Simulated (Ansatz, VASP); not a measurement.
This is a calculation of Zn for VASP 6.6.1.

The input INCAR:

```
  ALGO = Normal
  EDIFF = 1E-6
  EDIFFG = -0.01
  ENCUT = 600
  GGA = PE
  IBRION = 2
  ISIF = 3
  ISMEAR = -1
  IVDW = 13
  LASPH = T
  LCHARG = F
  LREAL = F
  LWAVE = F
  NELM = 100
  NSW = 60
  PREC = Accurate
  SIGMA = 0.05
```

KPOINTS

```
k-points
0
Gamma
  12 12 12
```

File POSCAR:

```
Zn
1.0
    0.0000000000      1.9647760000      1.9647760000
    1.9647760000      0.0000000000      1.9647760000
    1.9647760000      1.9647760000      0.0000000000
Zn
1
Direct
    0.0000000000      0.0000000000      0.0000000000
```

Potentials or basis: VASP PAW PBE potentials, release 64 (Zn).

Launch:

```console
$ cat potpaw_PBE.64/Zn/POTCAR > POTCAR
$ mpirun -np 1 vasp_std > vasp.out
```

Translate it to Ansatz 0.2.0. Potentials there: Ansatz PAW.

As run (the cutoff follows the program's own potentials):

Contents of input.yaml:

```yaml
crystal:
  lattice:
    - [0.0, 1.964776, 1.964776]
    - [1.964776, 0.0, 1.964776]
    - [1.964776, 1.964776, 0.0]
  atoms:
    - { symbol: Zn, position: [0.0, 0.0, 0.0] }
hamiltonian:
  xc: pbe
  pseudopotentials: { kind: paw }
  dispersion: d4
kpoints:
  mp_grid: { grid: [12, 12, 12] }
scf:
  occupations: { method: fermi_dirac, width: 0.05 }
output:
  forces: true
  stress: true
  eigenvalues: true
relax:
  f_tol: 0.01
  max_steps: 40
  cell: { stress_tol: 0.05 }
```

Potentials or basis: Ansatz PAW.

Run with:

```console
$ ansatz run input.yaml --threads 2 --pin off --max-ram 5632MiB --backend cpu --events-out ev --progress --plain --runs-dir out
```

Both were run:

|  | VASP | Ansatz | Ansatz less VASP |
| --- | --- | --- | --- |
| gap on the k mesh at the Fermi level, each at its own relaxed structure (eV) | none | none | - |
| relaxed volume (Å³/atom) | 14.49 | 14.45 | -0.040 |
| relaxed cell length with the largest relative difference (Å) | 2.736 | 2.734 | -0.0025 |

A gap of «none» marks a metal or a gap that the smearing closes.

Noted on Ansatz's run: the plane-wave basis is chosen anew once the cell has moved, so the energies of steps on either side of that aren't comparable.
